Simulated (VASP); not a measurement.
Tc:

```
Tc
1.0
     2.74000    0.00000    0.00000
    -1.37000    2.37291    0.00000
     0.00000    0.00000    4.39800
Tc
2
Direct
  0.33333 0.66667 0.25000
  0.66667 0.33333 0.75000
```

* Program: VASP 6.6.1
* Task: relaxation of cell and atoms
* Functional: PBEsol
* Potentials or basis: VASP PAW PBE potentials, release 64 (Tc_pv)
* Cutoff: 600 eV
* k mesh: 9 × 9 × 5
* Occupations: gaussian, width 0.1 eV
* Spin: no spin polarisation

At the start: pressure -6.8 GPa; volume 14.30 Å³/atom.

Q: Where does the relaxation end?

A: Over 4 steps the energy falls by 6.7 meV/atom and the volume is 13.99 Å³/atom (-2.1 %); space group P6_3/mmc (No. 194, to 0.1 Å) before and after.

The path:
```
step  energy change (eV)  largest force (eV/Å)  pressure (GPa)  volume (Å³)
   1              0.0000                0.0000           -6.78        28.59
   2              0.1235                0.0000           25.61        26.16
   3             -0.0133                0.0000           -0.20        28.00
   4             -0.0133                0.0000           -0.01        27.98
```

Final structure:
```
CELL_PARAMETERS angstrom
2.72104 0.00000 0.00000
-1.36052 2.35649 0.00000
0.00000 0.00000 4.36389
ATOMIC_POSITIONS crystal
Tc 0.33333 0.66667 0.25000
Tc 0.66667 0.33333 0.75000
```

Caveat: the PAW data sets were made with another functional, which shifts forces and pressure a little.
